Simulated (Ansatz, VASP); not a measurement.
## Two plane-wave programs on MgO

```
CELL_PARAMETERS angstrom
0.00000 2.10850 2.10850
2.10850 0.00000 2.10850
2.10850 2.10850 0.00000
ATOMIC_POSITIONS crystal
Mg 0.00000 0.00000 0.04000
O 0.50000 0.50000 0.50000
```

Alike in both runs: task single point; functional PBE; k mesh 6 × 6 × 6; no spin polarisation.

```csv
,VASP,Ansatz
version,VASP 6.6.1,Ansatz 0.2.0
potentials or method,"VASP PAW PBE potentials, release 64 (Mg, O)","plane waves, PAW"
plane-wave cutoff (eV),520,420
occupations,"gaussian, width 0.01 eV",fixed
valence electrons in the cell,8,16
```

```csv
,VASP,Ansatz,Ansatz less VASP
gap on the k mesh at the Fermi level (eV),4.69,4.70,+0.017
rms of the force components (eV/Å),0.383,0.377,-0.0055
```

Atom by atom the forces differ by 0.006 eV/Å (rms over components). VASP's potentials hold 8 valence electrons a cell and Ansatz's 16, so a difference there can come from the potentials and not from the codes.

The k mesh is coarse, so the values compare programs but aren't converged.
